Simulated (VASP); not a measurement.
# Ru2C (Pbcn) in VASP: single point with PBE

Aim: the single point of Ru2C with PBE.

All numbers are computed with VASP 6.6.1; they aren't measurements. Logs are shortened: lines on timing, memory, paths and dates and some standing lists are left out, and cuts for length are marked.

## Step 1: The cell of the first run

The structure is orthorhombic, space group Pbcn (No. 60). The conventional cell has a = 4.935 Å, b = 5.634 Å, c = 4.975 Å, α = 90.00°, β = 90.00°, γ = 90.00°. Ru (site symmetry 1) has 3 C at 2.04 to 2.09 Å and 12 Ru at 2.76 to 3.07 Å within 3.1 Å. Within 2.7 Å of C (site symmetry 2) lie 6 Ru at 2.04 to 2.09 Å.

## Step 2: Single point, PBE

File INCAR:

```
SYSTEM = Ru2C
PREC = Accurate ; ENCUT = 520
EDIFF = 1E-6 ; ISMEAR = 0
SIGMA = 0.1 ; LREAL = .False.
LASPH = .True. ; NELM = 100
ALGO = Normal ; ISIF = 2
LWAVE = .False. ; LCHARG = .False.
GGA = PE ; NBANDS = 76
```

File KPOINTS:

```
regular mesh
0
Gamma
  6 6 6
  0 0 0
```

File POSCAR:

```
Ru2C
1.0
    4.9349407335      0.0000000000      0.0000000000
    0.0000000000      5.6339233735      0.0000000000
    0.0000000000      0.0000000000      4.9746534911
Ru C
8 4
Direct
    0.2437068453      0.1070464548      0.0745562511
    0.7562931547      0.1070464548      0.4254437489
    0.2562931547      0.3929535452      0.5745562511
    0.7437068453      0.3929535452      0.9254437489
    0.2437068453      0.8929535452      0.5745562511
    0.7562931547      0.8929535452      0.9254437489
    0.2562931547      0.6070464548      0.0745562511
    0.7437068453      0.6070464548      0.4254437489
    0.5000000000      0.1454199717      0.7500000000
    0.0000000000      0.3545800283      0.2500000000
    0.5000000000      0.8545800283      0.2500000000
    0.0000000000      0.6454199717      0.7500000000
```

Potentials or basis: VASP PAW PBE potentials, release 64 (Ru_pv, C).

Run with:

```sh
$ cat potpaw_PBE.64/Ru_pv/POTCAR potpaw_PBE.64/C/POTCAR > POTCAR
$ mpirun -np 1 vasp_std > vasp.out
```

OUTCAR:

```text
SYSTEM = Ru2C
   PREC = Accurate
   ENCUT = 520
   EDIFF = 1E-6
   ISMEAR = 0
   LREAL = .False.
   LASPH = .True.
   NELM = 100
   ISIF = 2
   GGA = PE

 ion  position               nearest neighbor table
   1  0.244  0.107  0.075-  10 2.04   9 2.06  11 2.09   5 2.76   5 2.76   6 2.79   7 2.82   7 2.82
                             6 2.90   3 2.96   3 2.96   2 2.97   4 3.04   4 3.04   2 3.07
   2  0.756  0.107  0.425-  10 2.04   9 2.06  11 2.09   6 2.76   6 2.76   5 2.79   8 2.82   8 2.82
                             5 2.90   4 2.96   4 2.96   1 2.97   3 3.04   3 3.04   1 3.07
   3  0.256  0.393  0.575-   9 2.04  10 2.06  12 2.09   7 2.76   7 2.76   8 2.79   5 2.82   5 2.82
                             8 2.90   1 2.96   1 2.96   4 2.97   2 3.04   2 3.04   4 3.07
   4  0.744  0.393  0.925-   9 2.04  10 2.06  12 2.09   8 2.76   8 2.76   7 2.79   6 2.82   6 2.82
                             7 2.90   2 2.96   2 2.96   3 2.97   1 3.04   1 3.04   3 3.07
   5  0.244  0.893  0.575-  12 2.04  11 2.06   9 2.09   1 2.76   1 2.76   2 2.79   3 2.82   3 2.82
                             2 2.90   7 2.96   7 2.96   6 2.97   8 3.04   8 3.04   6 3.07
   6  0.756  0.893  0.925-  12 2.04  11 2.06   9 2.09   2 2.76   2 2.76   1 2.79   4 2.82   4 2.82
                             1 2.90   8 2.96   8 2.96   5 2.97   7 3.04   7 3.04   5 3.07
   7  0.256  0.607  0.075-  11 2.04  12 2.06  10 2.09   3 2.76   3 2.76   4 2.79   1 2.82   1 2.82
                             4 2.90   5 2.96   5 2.96   8 2.97   6 3.04   6 3.04   8 3.07
   8  0.744  0.607  0.425-  11 2.04  12 2.06  10 2.09   4 2.76   4 2.76   3 2.79   2 2.82   2 2.82
                             3 2.90   6 2.96   6 2.96   7 2.97   5 3.04   5 3.04   7 3.07
   9  0.500  0.145  0.750-   3 2.04   4 2.04   1 2.06   2 2.06   5 2.09   6 2.09
  10  0.000  0.355  0.250-   1 2.04   2 2.04   3 2.06   4 2.06   7 2.09   8 2.09
  11  0.500  0.855  0.250-   7 2.04   8 2.04   5 2.06   6 2.06   1 2.09   2 2.09
  12  0.000  0.645  0.750-   5 2.04   6 2.04   7 2.06   8 2.06   3 2.09   4 2.09

  LATTYP: Found a simple orthorhombic cell.
 ALAT       =     4.9349407335
 B/A-ratio  =     1.0080472613
 C/A-ratio  =     1.1416395207

  Lattice vectors:

 A1 = (  -4.9349407335,   0.0000000000,   0.0000000000)
 A2 = (   0.0000000000,   0.0000000000,   4.9746534911)
 A3 = (   0.0000000000,   5.6339233735,   0.0000000000)

Analysis of symmetry for initial positions (statically):
=====================================================================
 Subroutine PRICEL returns:
 Original cell was already a primitive cell.

 Routine SETGRP: Setting up the symmetry group for a
 simple orthorhombic supercell.

 Subroutine GETGRP returns: Found  8 space group operations
 (whereof  2 operations were pure point group operations)
 out of a pool of  8 trial point group operations.

The static configuration has the point symmetry S_2 .
 The point group associated with its full space group is D_2h.

Analysis of symmetry for dynamics (positions and initial velocities):
=====================================================================
 Subroutine PRICEL returns:
 Original cell was already a primitive cell.

 Routine SETGRP: Setting up the symmetry group for a
 simple orthorhombic supercell.

 Subroutine GETGRP returns: Found  8 space group operations
 (whereof  2 operations were pure point group operations)
 out of a pool of  8 trial point group operations.

The dynamic configuration has the point symmetry S_2 .
 The point group associated with its full space group is D_2h.

 Subroutine INISYM returns: Found  8 space group operations
 (whereof  2 operations are pure point group operations),
 and found     1 'primitive' translations

----------------------------------------------------------------------------------------

                                     Primitive cell

  volume of cell :     138.3107

  direct lattice vectors                    reciprocal lattice vectors
     4.934940734  0.000000000  0.000000000     0.202636679  0.000000000  0.000000000
     0.000000000  5.633923374  0.000000000     0.000000000  0.177496202  0.000000000
     0.000000000  0.000000000  4.974653491     0.000000000  0.000000000  0.201019026

  length of vectors
     4.934940734  5.633923374  4.974653491     0.202636679  0.177496202  0.201019026

  position of ions in fractional coordinates (direct lattice)
     0.243706845  0.107046455  0.074556251
     0.756293155  0.107046455  0.425443749
     0.256293155  0.392953545  0.574556251
     0.743706845  0.392953545  0.925443749
     0.243706845  0.892953545  0.574556251
     0.756293155  0.892953545  0.925443749
     0.256293155  0.607046455  0.074556251
[... 38 lines left out ...]

  Shift w.r.t. Gamma in fractional coordinates (k-lattice)
     0.000000000  0.000000000  0.000000000

 Subroutine IBZKPT returns following result:
 ===========================================

 Found     64 irreducible k-points:

 Following reciprocal coordinates:
            Coordinates               Weight
  0.000000  0.000000  0.000000      1.000000
  0.166667  0.000000  0.000000      2.000000
  0.333333  0.000000  0.000000      2.000000
  0.500000  0.000000  0.000000      1.000000
  0.000000  0.166667  0.000000      2.000000
  0.166667  0.166667  0.000000      4.000000
[... 16 lines left out ...]
  0.333333  0.166667  0.166667      8.000000
  0.500000  0.166667  0.166667      4.000000
 [... further k-points ...]
   k-points           NKPTS =     64   k-points in BZ     NKDIM =     64   number of bands    NBANDS=     76
   number of dos      NEDOS =    301   number of ions     NIONS =     12
   total plane-waves  NPLWV =  67200
   dimension x,y,z NGX =    40 NGY =   42 NGZ =   40
   dimension x,y,z NGXF=    80 NGYF=   84 NGZF=   80
   ions per type =               8   4
   NGX,Y,Z   is equivalent  to a cutoff of  13.48, 12.39, 13.37 a.u.
   NGXF,Y,Z  is equivalent  to a cutoff of  26.95, 24.79, 26.73 a.u.
 SYSTEM =  Ru2C
   PREC   = accura    normal or accurate (medium, high low for compatibility)
   ISTART =      0    job   : 0-new  1-cont  2-samecut
   ICHARG =      2    charge: 1-file 2-atom 10-const
   ISPIN  =      1    spin polarized calculation?
   LNONCOLLINEAR =      F non collinear calculations
   LSORBIT =      F    spin-orbit coupling
   LASPH  =      T    aspherical Exc in radial PAW
   ENCUT  =  520.0 eV  38.22 Ry    6.18 a.u.   9.18 10.48  9.25*2*pi/ulx,y,z
   NELM   =    100;   NELMIN=  2; NELMDL= -5     # of ELM steps
   EDIFF  = 0.1E-05   stopping-criterion for ELM
   LREAL  =      F    real-space projection
   EDIFFG = 0.1E-04   stopping-criterion for IOM
   NSW    =      0    number of steps for IOM
   IBRION =     -1    ionic relax: 0-MD 1-quasi-New 2-CG
   NFREE  =      0    steps in history (QN), initial steepest desc. (CG)
   ISIF   =      2    stress and relaxation
   ISYM   =      2    0-nonsym 1-usesym 2-fastsym
   POTIM  = 0.5000    time-step for ionic-motion
   TEBEG  =    0.0;   TEEND  =   0.0 temperature during run
   PSTRESS=    0.0 pullay stress
   NELECT =     128.0000    total number of electrons
   NUPDOWN=      -1.0000    fix difference up-down
   EMIN   =  10.00;   EMAX   =-10.00  energy-range for DOS
   EFERMI =   0.00;   METHOD = LEGACY
   ISMEAR =     0;   SIGMA  =   0.10  broadening in eV -4-tet -1-fermi 0-gaus
   EFERMI_NEDOS =   21; number of points for ismear=-14 and -15
   IALGO  =     38    algorithm
   IMIX   =      4    mixing-type and parameters
     AMIX     =   0.40;   BMIX     =  1.00
     AMIX_MAG =   1.60;   BMIX_MAG =  1.00
  volume/ion in A,a.u.               =      11.53        77.78
  Fermi-wavevector in a.u.,A,eV,Ry     =   1.595363  3.014799 34.629329  2.545184
  Thomas-Fermi vector in A             =   2.693294
   LORBIT       =      0    0 simple, 1 ext, 2 COOP (PROOUT), +10 PAW based schemes
   GGA     = PE    functional components
   LHFCALC =     F    Hartree Fock is set to
   AEXX    =    0.0000 exact exchange contribution
   IVDW    =     0    specifies the selected vdW correction
   LEPSILON=     F    determine dielectric tensor
   LRPA    =     F    only Hartree local field effects (RPA)
 non-spin polarized calculation
 Gauss-broadening in eV      SIGMA  =   0.10
  energy-cutoff  :      520.00
  volume of cell :      138.31
 maximum number of plane-waves:      3753
 NGX is ok and might be reduce to    40
   NGX = 19   NGY = 21   NGZ = 19

 number of electron     128.0000008 magnetization

 Free energy of the ion-electron system (eV)
  ---------------------------------------------------
  ext. energy  EPLUGINS =         0.00000000
  ---------------------------------------------------
  free energy    TOTEN  =      -107.11092492 eV

  energy without entropy =     -107.05606590  energy(sigma->0) =     -107.08349541

 E-fermi :  11.6364     XC(G=0): -13.6210

 val. band max:       11.6321533226   @ k =   0.3333   0.5000   0.5000
 cond. band min:      11.6385119928   @ k =   0.3333   0.1667   0.1667
 fundamental gap:      0.0063586702
 Fermi energy:        11.6363602166

 k-point     1 :       0.0000    0.0000    0.0000
  band No.  band energies     occupation
      1     -31.8143      2.00000
      2     -31.7460      2.00000
      3     -31.6849      2.00000
      4     -31.6640      2.00000
      5     -31.6607      2.00000
      6     -31.6299      2.00000
[... 1885 lines left out ...]
     75      15.1511      0.00000
     76      15.1514      0.00000

 [... further k-points ...]

------------------------ aborting loop because EDIFF is reached ----------------------------------------

  FORCE on cell =-STRESS in cart. coord.  units (eV):
  Direction    XX          YY          ZZ          XY          YZ          ZX
  --------------------------------------------------------------------------------------
  -------------------------------------------------------------------------------------
  Total        0.1094506      0.0887941      0.1048077      0.0000000      0.0000000      0.0000000
  in kB        1.2678655      1.0285826      1.2140816      0.0000000      0.0000000      0.0000000
  external PRESSURE =       1.1701766 kB  Pullay stress =       0.0000000 kB

 VOLUME and BASIS-vectors are now :
 -----------------------------------------------------------------------------
  energy-cutoff  :      520.00
  volume of cell :      138.31
      direct lattice vectors                 reciprocal lattice vectors
     4.934940734  0.000000000  0.000000000     0.202636679  0.000000000  0.000000000
     0.000000000  5.633923374  0.000000000     0.000000000  0.177496202  0.000000000
     0.000000000  0.000000000  4.974653491     0.000000000  0.000000000  0.201019026

 POSITION                                       TOTAL-FORCE (eV/Angst)
 -----------------------------------------------------------------------------------
      1.20268      0.60309      0.37089        -0.004122     -0.000730     -0.000752
      3.73226      0.60309      2.11644         0.004122     -0.000730      0.000752
      1.26479      2.21387      2.85822         0.004122      0.000730     -0.000752
      3.67015      2.21387      4.60376        -0.004122      0.000730      0.000752
      1.20268      5.03083      2.85822        -0.004122      0.000730     -0.000752
      3.73226      5.03083      4.60376         0.004122      0.000730      0.000752
      1.26479      3.42005      0.37089         0.004122     -0.000730     -0.000752
      3.67015      3.42005      2.11644        -0.004122     -0.000730      0.000752
      2.46747      0.81928      3.73099         0.000000     -0.000330      0.000000
      0.00000      1.99768      1.24366         0.000000      0.000330      0.000000
      2.46747      4.81464      1.24366        -0.000000      0.000330      0.000000
      0.00000      3.63625      3.73099         0.000000     -0.000330      0.000000
 -----------------------------------------------------------------------------------
    total drift:                                0.000000      0.000000     -0.000000

  FREE ENERGIE OF THE ION-ELECTRON SYSTEM (eV)
  ---------------------------------------------------
  free  energy   TOTEN  =      -107.1109249161 eV

  energy  without entropy=     -107.0560658959  energy(sigma->0) =     -107.08349541
```

Wall time 18 min (1 thread of Intel Xeon 8259CL, shared host); peak memory 0.56 GiB.

What came out:

| Item | Value |
| --- | --- |
| Free energy | -107.1109 eV |
| Pressure | 0.1 GPa |
| Largest force | 0.004 eV/Å |
| Band gap on the k mesh | zero (bands 64 and 65 overlap by 0.51 eV) |

Forces on the atoms (eV/Å):
```
Ru  -0.004 -0.001 -0.001
Ru   0.004 -0.001  0.001
Ru   0.004  0.001 -0.001
Ru  -0.004  0.001  0.001
Ru  -0.004  0.001 -0.001
Ru   0.004  0.001  0.001
Ru   0.004 -0.001 -0.001
Ru  -0.004 -0.001  0.001
C    0.000  0.000  0.000
C    0.000  0.000  0.000
C    0.000  0.000  0.000
C    0.000  0.000  0.000
```
